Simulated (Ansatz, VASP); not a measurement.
## Pb: VASP beside Ansatz

```
CELL_PARAMETERS angstrom
0.00000 3.42750 3.42750
3.42750 0.00000 3.42750
3.42750 3.42750 0.00000
ATOMIC_POSITIONS crystal
Pb 0.00000 0.00000 0.00000
Pb 0.25000 0.25000 0.25000
```

Change from the starting cell: volume scaled by 0.99, crystal datasets.

Alike in both runs: task electric field gradients; functional LDA; k mesh 8 × 8 × 8; occupations fermi-dirac, width 0.05 eV; no spin polarisation.

|  | VASP | Ansatz |
| --- | --- | --- |
| version | VASP 6.6.1 | Ansatz 0.2.0 |
| potentials or method | VASP PAW LDA potentials, release 64 (Pb_d), cutoff 520 eV | all-electron PAW with datasets made for the crystal, scalar-relativistic |

```tsv
	VASP	Ansatz	Ansatz less VASP
pressure (GPa)	-0.4	-0.4	-0.02
```

LDA's correlation is that of Perdew and Zunger in VASP and of Perdew and Wang (1992) in Ansatz. Ansatz ran all-electron here, and VASP with PAW potentials.

Spin-orbit coupling is off throughout.
